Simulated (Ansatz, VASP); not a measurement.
LiF in VASP and in Ansatz

```
Li F
1.0
     0.00000    2.03430    2.03430
     2.03430    0.00000    2.03430
     2.03430    2.03430    0.00000
Li F
1 1
Cartesian
  2.0343 2.0343 2.0343
  0.0000 0.0000 0.0000
```

Alike in both runs: task single point; functional r2SCAN; k mesh 10 × 10 × 10; occupations gaussian, width 0.02 eV; no spin polarisation.

|  | VASP | Ansatz |
| --- | --- | --- |
| version | VASP 6.6.1 | Ansatz 0.2.0 |
| potentials or method | VASP PAW PBE potentials, release 64 (Li_sv, F), cutoff 520 eV | scalar-relativistic, plane waves, PAW |
| valence electrons in the cell | 10 | 10 |

```csv
,VASP,Ansatz,Ansatz less VASP
gap on the k mesh at the Fermi level (eV),9.97,9.79,-0.189
least direct gap on the mesh (eV),9.97,9.79,-0.189
```

VASP's potentials were made for PBE, not for r2SCAN. The functional is the same, so the differences come from potentials, cutoffs and numerics.

Noted on VASP's run: the cutoff is short for stress, so the pressure is rough.
